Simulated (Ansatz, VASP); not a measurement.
# Two plane-wave programs on ScRu3

```xyz
8
Lattice="4.9892 0.0000 0.0000 0.0000 4.9892 0.0000 0.0000 0.0000 4.9892" Properties=species:S:1:pos:R:3 pbc="T T T"
Sc    0.0000    0.0000    0.0000
Sc    2.4946    2.4946    2.4946
Ru    1.2473    0.0000    2.4946
Ru    2.4946    3.7419    0.0000
Ru    3.7419    0.0000    2.4946
Ru    2.4946    1.2473    0.0000
Ru    0.0000    2.4946    3.7419
Ru    0.0000    2.4946    1.2473
```

Change from the starting cell: species swapped into the Nb3Tl type (Pm-3n, No. 223).

Alike in both runs: functional PBE; k mesh 8 × 8 × 8; occupations gaussian, width 0.1 eV; no spin polarisation.

Ansatz relaxed the structure, and its values are those at the end. VASP's run is a single point on that final structure, the one shown.

|  | VASP | Ansatz |
| --- | --- | --- |
| version | VASP 6.6.1 | Ansatz 0.2.0 |
| potentials or method | VASP PAW PBE potentials, release 64 (Sc_sv, Ru_pv), cutoff 520 eV | scalar-relativistic, plane waves, PAW |
| valence electrons in the cell | 106 | 118 |

|  | VASP | Ansatz | Ansatz less VASP |
| --- | --- | --- | --- |
| gap on the k mesh at the Fermi level (eV) | none | none | - |
| pressure (GPa) | 0.2 | 0.0 | -0.21 |

A gap of «none» marks a metal or a gap that the smearing closes. With one functional, cell and mesh, what is left measures potentials, basis and numerics. VASP's potentials hold 106 valence electrons a cell and Ansatz's 118, so a difference there can come from the potentials and not from the codes.
